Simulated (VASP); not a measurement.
# As (Fd-3m) in VASP: notebook

As is run at these levels: r2SCAN; tasks: single point.

All numbers are computed with VASP 6.6.1; they aren't measurements. Logs are shortened: lines on timing, memory, paths and dates and some standing lists are left out, and cuts for length are marked.

### Step 1. The cell of the first run

Symmetry: Fd-3m, No. 227, cubic system. Conventional cell: a = 5.593 Å, b = 5.593 Å, c = 5.593 Å, α = 90.00°, β = 90.00°, γ = 90.00°. As (site symmetry -43m) has 4 As at 2.42 Å within 3.2 Å.

This isn't the form of As at room conditions, which is rhombohedral.

### Step 2. Single point, r2SCAN

The input, POSCAR:

```
As
1.0
    0.0000000000      2.7965167981      2.7965167981
    2.7965167981      0.0000000000      2.7965167981
    2.7965167981      2.7965167981      0.0000000000
As
2
Direct
    0.0000000000      0.0000000000      0.0000000000
    0.2500000000      0.2500000000      0.2500000000
```

The input, INCAR.step1:

```
SYSTEM = As
PREC     = Accurate       ! precision mode
ENCUT    = 520            ! plane-wave cutoff, eV
ISMEAR   = 0              ! smearing method
SIGMA    = 0.1            ! smearing width, eV
LREAL    = .False.        ! projectors in reciprocal space
LASPH    = .True.         ! aspherical terms in the spheres
NELM     = 80             ! most SCF steps
NBANDS   = 12             ! bands
GGA      = PE             ! functional
ALGO     = Normal         ! electronic algorithm
EDIFF    = 1E-4           ! SCF threshold, eV
LWAVE    = .True.         ! write WAVECAR
LCHARG   = .False.        ! write CHGCAR
```

The input, INCAR.step2:

```
SYSTEM = As
PREC     = Accurate       ! precision mode
ENCUT    = 520            ! plane-wave cutoff, eV
EDIFF    = 1E-6           ! SCF threshold, eV
ISMEAR   = 0              ! smearing method
SIGMA    = 0.1            ! smearing width, eV
LREAL    = .False.        ! projectors in reciprocal space
LASPH    = .True.         ! aspherical terms in the spheres
NELM     = 80             ! most SCF steps
ALGO     = Normal         ! electronic algorithm
ISIF     = 2              ! what is computed and relaxed
LWAVE    = .False.        ! write WAVECAR
LCHARG   = .True.         ! write CHGCAR
METAGGA  = R2SCAN         ! meta-GGA
LMIXTAU  = .True.       
LELF     = .True.         ! ELF
LVHAR    = .True.       
NBANDS   = 12             ! bands
ISTART   = 1
```

The input, KPOINTS:

```
regular mesh
0
Gamma
  7 7 7
  0 0 0
```

Potentials or basis: VASP PAW PBE potentials, release 64 (As).

Started as:

```sh
> cat potpaw_PBE.64/As/POTCAR > POTCAR
> cp INCAR.step1 INCAR
> mpirun -np 1 vasp_std > vasp.out
> cp INCAR.step2 INCAR
> mpirun -np 1 vasp_std > vasp.out
```

OUTCAR:

```text
SYSTEM = As
   PREC = Accurate
   ENCUT = 520
   EDIFF = 1E-6
   ISMEAR = 0
   LREAL = .False.
   LASPH = .True.
   NELM = 80
   ISIF = 2
   METAGGA = R2SCAN
   ISTART = 1

 ion  position               nearest neighbor table
   1  0.000  0.000  0.000-   2 2.42   2 2.42   2 2.42   2 2.42
   2  0.250  0.250  0.250-   1 2.42   1 2.42   1 2.42   1 2.42

  LATTYP: Found a face centered cubic cell.
 ALAT       =     5.5930335962

  Lattice vectors:

 A1 = (   0.0000000000,   2.7965167981,   2.7965167981)
 A2 = (   2.7965167981,   0.0000000000,   2.7965167981)
 A3 = (   2.7965167981,   2.7965167981,   0.0000000000)

Analysis of symmetry for initial positions (statically):
=====================================================================
 Subroutine PRICEL returns:
 Original cell was already a primitive cell.

 Routine SETGRP: Setting up the symmetry group for a
 face centered cubic supercell.

 Subroutine GETGRP returns: Found 48 space group operations
 (whereof 24 operations were pure point group operations)
 out of a pool of 48 trial point group operations.

The static configuration has the point symmetry T_d .
 The point group associated with its full space group is O_h .

Analysis of symmetry for dynamics (positions and initial velocities):
=====================================================================
 Subroutine PRICEL returns:
 Original cell was already a primitive cell.

 Routine SETGRP: Setting up the symmetry group for a
 face centered cubic supercell.

 Subroutine GETGRP returns: Found 48 space group operations
 (whereof 24 operations were pure point group operations)
 out of a pool of 48 trial point group operations.

The dynamic configuration has the point symmetry T_d .
 The point group associated with its full space group is O_h .

 Subroutine INISYM returns: Found 48 space group operations
 (whereof 24 operations are pure point group operations),
 and found     1 'primitive' translations

----------------------------------------------------------------------------------------

                                     Primitive cell

  volume of cell :      43.7404

  direct lattice vectors                    reciprocal lattice vectors
     0.000000000  2.796516798  2.796516798    -0.178793848  0.178793848  0.178793848
     2.796516798  0.000000000  2.796516798     0.178793848 -0.178793848  0.178793848
     2.796516798  2.796516798  0.000000000     0.178793848  0.178793848 -0.178793848

  length of vectors
     3.954871983  3.954871983  3.954871983     0.309680029  0.309680029  0.309680029

  position of ions in fractional coordinates (direct lattice)
     0.000000000  0.000000000  0.000000000
     0.250000000  0.250000000  0.250000000

  ion indices of the primitive-cell ions
   primitive index   ion index
                 1           1
                 2           2

----------------------------------------------------------------------------------------

 KPOINTS: regular mesh

Automatic generation of k-mesh.
 Grid dimensions read from file:
 generate k-points for:    7    7    7

 Generating k-lattice:

  Cartesian coordinates                     Fractional coordinates (reciprocal lattice)
    -0.025541978  0.025541978  0.025541978     0.142857143  0.000000000  0.000000000
     0.025541978 -0.025541978  0.025541978     0.000000000  0.142857143  0.000000000
     0.025541978  0.025541978 -0.025541978     0.000000000  0.000000000  0.142857143

  Length of vectors
     0.044240004  0.044240004  0.044240004

  Shift w.r.t. Gamma in fractional coordinates (k-lattice)
     0.000000000  0.000000000  0.000000000

 Subroutine IBZKPT returns following result:
 ===========================================

 Found     20 irreducible k-points:

 Following reciprocal coordinates:
            Coordinates               Weight
  0.000000  0.000000  0.000000      1.000000
  0.142857  0.000000  0.000000      8.000000
  0.285714  0.000000  0.000000      8.000000
  0.428571  0.000000  0.000000      8.000000
  0.142857  0.142857  0.000000      6.000000
  0.285714  0.142857  0.000000     24.000000
[... 12 lines left out ...]
 -0.428571  0.428571  0.142857     24.000000
 -0.285714  0.428571  0.142857     24.000000
   k-points           NKPTS =     20   k-points in BZ     NKDIM =     20   number of bands    NBANDS=     12
   number of dos      NEDOS =    301   number of ions     NIONS =      2
   total plane-waves  NPLWV =  27000
   dimension x,y,z NGX =    30 NGY =   30 NGZ =   30
   dimension x,y,z NGXF=    60 NGYF=   60 NGZF=   60
   ions per type =               2
   NGX,Y,Z   is equivalent  to a cutoff of  12.61, 12.61, 12.61 a.u.
   NGXF,Y,Z  is equivalent  to a cutoff of  25.22, 25.22, 25.22 a.u.
 SYSTEM =  As
   PREC   = accura    normal or accurate (medium, high low for compatibility)
   ISTART =      1    job   : 0-new  1-cont  2-samecut
   ICHARG =      0    charge: 1-file 2-atom 10-const
   ISPIN  =      1    spin polarized calculation?
   LNONCOLLINEAR =      F non collinear calculations
   LSORBIT =      F    spin-orbit coupling
   LASPH  =      T    aspherical Exc in radial PAW
   ENCUT  =  520.0 eV  38.22 Ry    6.18 a.u.   7.35  7.35  7.35*2*pi/ulx,y,z
   NELM   =     80;   NELMIN=  2; NELMDL=  0     # of ELM steps
   EDIFF  = 0.1E-05   stopping-criterion for ELM
   LREAL  =      F    real-space projection
   EDIFFG = 0.1E-04   stopping-criterion for IOM
   NSW    =      0    number of steps for IOM
   IBRION =     -1    ionic relax: 0-MD 1-quasi-New 2-CG
   NFREE  =      0    steps in history (QN), initial steepest desc. (CG)
   ISIF   =      2    stress and relaxation
   ISYM   =      2    0-nonsym 1-usesym 2-fastsym
   POTIM  = 0.5000    time-step for ionic-motion
   TEBEG  =    0.0;   TEEND  =   0.0 temperature during run
   PSTRESS=    0.0 pullay stress
   NELECT =      10.0000    total number of electrons
   NUPDOWN=      -1.0000    fix difference up-down
   EMIN   =  10.00;   EMAX   =-10.00  energy-range for DOS
   EFERMI =   0.00;   METHOD = LEGACY
   ISMEAR =     0;   SIGMA  =   0.10  broadening in eV -4-tet -1-fermi 0-gaus
   EFERMI_NEDOS =   21; number of points for ismear=-14 and -15
   IALGO  =     38    algorithm
   IMIX   =      4    mixing-type and parameters
     AMIX     =   0.40;   BMIX     =  1.00
     AMIX_MAG =   1.60;   BMIX_MAG =  1.00
  volume/ion in A,a.u.               =      21.87       147.59
  Fermi-wavevector in a.u.,A,eV,Ry     =   1.001031  1.891674 13.633888  1.002062
  Thomas-Fermi vector in A             =   2.133426
   LORBIT       =      0    0 simple, 1 ext, 2 COOP (PROOUT), +10 PAW based schemes
   METAGGA = R2SCAN    functional components
   LHFCALC =     F    Hartree Fock is set to
   AEXX    =    0.0000 exact exchange contribution
   IVDW    =     0    specifies the selected vdW correction
   LEPSILON=     F    determine dielectric tensor
   LRPA    =     F    only Hartree local field effects (RPA)
 non-spin polarized calculation
 Gauss-broadening in eV      SIGMA  =   0.10
  energy-cutoff  :      520.00
  volume of cell :       43.74
 maximum number of plane-waves:      1243
 NGX is ok and might be reduce to    30
   NGX = 15   NGY = 15   NGZ = 15

 number of electron      10.0000002 magnetization

 Free energy of the ion-electron system (eV)
  ---------------------------------------------------
  ext. energy  EPLUGINS =         0.00000000
  ---------------------------------------------------
  free energy    TOTEN  =       -27.90689187 eV

  energy without entropy =      -27.89771037  energy(sigma->0) =      -27.90230112

 E-fermi :   5.5866     XC(G=0): -10.1701

 val. band max:        5.5299962683   @ k =  -0.4286   0.4286   0.1429
 cond. band min:       5.6577629925   @ k =   0.2857   0.1429   0.0000
 fundamental gap:      0.1277667242
 Fermi energy:         5.5865772136

 k-point     1 :       0.0000    0.0000    0.0000
  band No.  band energies     occupation
      1     -11.1707      2.00000
      2       1.0516      2.00000
      3       2.4493      2.00000
      4       2.4493      2.00000
      5       2.4493      2.00000
      6       5.7251      0.05014
      7       5.7251      0.05014
      8       5.7251      0.05014
      9      11.0223      0.00000
     10      13.7078      0.00000
     11      13.7078      0.00000
     12      15.9593      0.00000

 k-point     2 :       0.1429    0.0000    0.0000
  band No.  band energies     occupation
      1     -10.9260      2.00000
      2      -0.9640      2.00000
      3       2.0941      2.00000
      4       2.0941      2.00000
      5       3.2346      2.00000
      6       6.2349      0.00000
      7       6.2349      0.00000
      8       6.6457      0.00000
      9      12.0315      0.00000
     10      12.9455      0.00000
     11      12.9455      0.00000
     12      15.1850      0.00000

 k-point     3 :       0.2857    0.0000    0.0000
  band No.  band energies     occupation
      1     -10.2380      2.00000
      2      -3.4579      2.00000
      3       1.5287      2.00000
      4       1.5287      2.00000
      5       3.0087      2.00000
      6       6.9669      0.00000
      7       6.9669      0.00000
      8       9.1134      0.00000
      9      12.7694      0.00000
     10      12.9428      0.00000
     11      12.9428      0.00000
     12      15.9860      0.00000
[... 226 lines left out ...]
 k-point    19 :      -0.4286    0.4286    0.1429
  band No.  band energies     occupation
      1      -8.1733      2.00000
      2      -6.3709      2.00000
      3      -0.8424      2.00000
      4      -0.4639      2.00000
      5       5.5300      1.57639
      6       5.7871      0.00457
      7       9.3560      0.00000
      8      11.1101      0.00000
      9      13.7326      0.00000
     10      14.4909      0.00000
     11      16.8410      0.00000
     12      18.0596      0.00000

 k-point    20 :      -0.2857    0.4286    0.1429
  band No.  band energies     occupation
      1      -7.8510      2.00000
      2      -6.7122      2.00000
      3      -1.3055      2.00000
      4      -0.3853      2.00000
      5       5.8229      0.00083
      6       7.8564      0.00000
      7       8.9939      0.00000
      8       9.0811      0.00000
      9      12.7908      0.00000
     10      14.6284      0.00000
     11      16.7288      0.00000
     12      18.6094      0.00000

------------------------ aborting loop because EDIFF is reached ----------------------------------------

  FORCE on cell =-STRESS in cart. coord.  units (eV):
  Direction    XX          YY          ZZ          XY          YZ          ZX
  --------------------------------------------------------------------------------------
  -------------------------------------------------------------------------------------
  Total        5.5340962      5.5340962      5.5340962      0.0000000      0.0000000      0.0000000
  in kB      202.7099169    202.7099169    202.7099169      0.0000000      0.0000000      0.0000000
  external PRESSURE =     202.7099169 kB  Pullay stress =       0.0000000 kB

 VOLUME and BASIS-vectors are now :
 -----------------------------------------------------------------------------
  energy-cutoff  :      520.00
  volume of cell :       43.74
      direct lattice vectors                 reciprocal lattice vectors
     0.000000000  2.796516798  2.796516798    -0.178793848  0.178793848  0.178793848
     2.796516798  0.000000000  2.796516798     0.178793848 -0.178793848  0.178793848
     2.796516798  2.796516798  0.000000000     0.178793848  0.178793848 -0.178793848

 POSITION                                       TOTAL-FORCE (eV/Angst)
 -----------------------------------------------------------------------------------
      0.00000      0.00000      0.00000         0.000000      0.000000      0.000000
      1.39826      1.39826      1.39826        -0.000000     -0.000000     -0.000000
 -----------------------------------------------------------------------------------
    total drift:                                0.000000     -0.000000     -0.000000

  FREE ENERGIE OF THE ION-ELECTRON SYSTEM (eV)
  ---------------------------------------------------
  free  energy   TOTEN  =       -27.9068918712 eV

  energy  without entropy=      -27.8977103733  energy(sigma->0) =      -27.90230112
```

Run time: 22 s. Hardware: 1 thread of Intel Xeon 6975P-C (Granite Rapids), shared host; peak memory 0.16 GiB.

Results:

```yaml
Free_energy: -27.9069 eV
Pressure: 20.3 GPa
Band_gap_on_the_k_mesh: zero (bands 5 and 6 overlap by 1.18 eV)
```

Levels at points of the mesh, in eV from the Fermi level:
| k point | band 3 | band 4 | band 5 | band 6 | band 7 | band 8 |
| --- | --- | --- | --- | --- | --- | --- |
| (0.00, 0.00, 0.00) | -3.14 | -3.14 | -3.14 | 0.14 | 0.14 | 0.14 |

Caveat: the cell stands under pressure; the PAW data sets were made with another functional, which shifts forces and pressure a little.

(Continued in part 2 of 3.)
